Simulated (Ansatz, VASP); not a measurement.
**ZnSe in VASP and in Ansatz**

Contents of POSCAR:

```
ZnSe
1.0
    0.0000000000      2.8338000000      2.8338000000
    2.8338000000      0.0000000000      2.8338000000
    2.8338000000      2.8338000000      0.0000000000
Zn Se
1 1
Direct
    0.0000000000      0.0000000000      0.0000000000
    0.2500000000      0.2500000000      0.2500000000
```

The input INCAR.step1:

```
PREC = Accurate ; ENCUT = 520
ISMEAR = 0 ; SIGMA = 0.01
LREAL = F ; LASPH = T
NELM = 60 ; NBANDS = 16
GGA = PE ; ALGO = Normal
EDIFF = 1E-4 ; LWAVE = T
LCHARG = F
```

Contents of INCAR.step2:

```
PREC = Accurate ; ENCUT = 520
EDIFF = 1E-6 ; ISMEAR = 0
SIGMA = 0.01 ; LREAL = F
LASPH = T ; NELM = 60
ALGO = Normal ; ISIF = 2
LWAVE = F ; LCHARG = T
METAGGA = R2SCAN ; LMIXTAU = T
LELF = T ; LVHAR = T
NBANDS = 16 ; ISTART = 1
```

KPOINTS

```
regular mesh
0
Gamma
  5 5 5
```

Input for Ansatz:

```yaml
crystal:
  lattice:
    - [0.0, 2.8338, 2.8338]
    - [2.8338, 0.0, 2.8338]
    - [2.8338, 2.8338, 0.0]
  atoms:
    - { symbol: Zn, position: [0.0, 0.0, 0.0] }
    - { symbol: Se, position: [0.25, 0.25, 0.25] }
basis:
  ecutwfc: 500.0
kpoints:
  mp_grid:
    grid: [5, 5, 5]
hamiltonian:
  xc: r2scan
scf:
  occupations:
    method: fixed
output:
  forces: true
  stress: true
```

Alike in both runs: task single point; functional r2SCAN; k mesh 5 × 5 × 5; no spin polarisation.

|  | VASP | Ansatz |
| --- | --- | --- |
| version | VASP 6.6.1 | Ansatz 0.2.0 |
| potentials or method | VASP PAW PBE potentials, release 64 (Zn, Se), cutoff 520 eV | plane waves, PAW |
| occupations | gaussian, width 0.01 eV | fixed |
| valence electrons in the cell | 18 | 28 |

|  | VASP | Ansatz | Ansatz less VASP |
| --- | --- | --- | --- |
| pressure (GPa) | 0.1 | 0.0 | -0.10 |

VASP's potentials were made for PBE, not for r2SCAN. VASP's potentials hold 18 valence electrons a cell and Ansatz's 28, so a difference there can come from the potentials and not from the codes.
